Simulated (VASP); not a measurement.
A run of VASP 6.6.1:

INCAR

```
PREC = Accurate
ENCUT = 600
EDIFF = 1E-6
ISMEAR = 0
SIGMA = 0.1
LREAL = F
LASPH = T
NELM = 60
ALGO = Fast
ISIF = 3
LWAVE = F
LCHARG = F
GGA = PE
IBRION = 2
NSW = 100
EDIFFG = -0.01
```

KPOINTS

```
regular mesh
0
Gamma
  12 12 16
```

The input POSCAR:

```
SnRu2
1.0
    4.3797674283      0.0000000000      0.0000000000
   -2.1898837142      3.7929898556      0.0000000000
    0.0000000000      0.0000000000      2.9882881475
Sn Ru
1 2
Direct
    0.0000000000      0.0000000000      0.0000000000
    0.3333333333      0.6666666667      0.5000000000
    0.6666666667      0.3333333333      0.5000000000
```

Potentials or basis: VASP PAW PBE potentials, release 64 (Sn_d, Ru_pv).

Launch:

```sh
$ cat potpaw_PBE.64/Sn_d/POTCAR potpaw_PBE.64/Ru_pv/POTCAR > POTCAR
$ mpirun -np 1 vasp_std > vasp.out
```

Hardware: 1 thread of AMD EPYC 9R45 (Zen 5), on a shared host.

**Question.** Estimate the wall time of this run.

**Answer.** Run time: 9.1 min on 1 thread of AMD EPYC 9R45 (Zen 5) (shared host), peak memory 0.34 GiB. Counts: scf iterations 51, k points 171, ion steps 8.
